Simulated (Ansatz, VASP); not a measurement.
# InSb in VASP and in Ansatz

```
In Sb
1.0
     0.00000    3.34424    3.34424
     3.34424    0.00000    3.34424
     3.34424    3.34424    0.00000
In Sb
1 1
Direct
  0.00000 0.00000 0.00000
  0.75000 0.75000 0.75000
```

Alike in both runs: task single point; functional PBE; k mesh 12 × 12 × 12; occupations gaussian, width 0.1 eV; no spin polarisation.

|  | VASP | Ansatz |
| --- | --- | --- |
| version | VASP 6.6.1 | Ansatz 0.2.0 |
| potentials or method | VASP PAW PBE potentials, release 64 (In_d, Sb), cutoff 520 eV | scalar-relativistic, plane waves, PAW |
| valence electrons in the cell | 18 | 28 |

```tsv
	VASP	Ansatz	Ansatz less VASP
gap on the k mesh at the Fermi level (eV)	none	none	-
pressure (GPa)	-0.9	-0.8	+0.02
```

A gap of «none» marks a metal or a gap that the smearing closes. With one functional, cell and mesh, what is left measures potentials, basis and numerics. VASP's potentials hold 18 valence electrons a cell and Ansatz's 28, so a difference there can come from the potentials and not from the codes.

Neither program's run includes spin-orbit coupling.
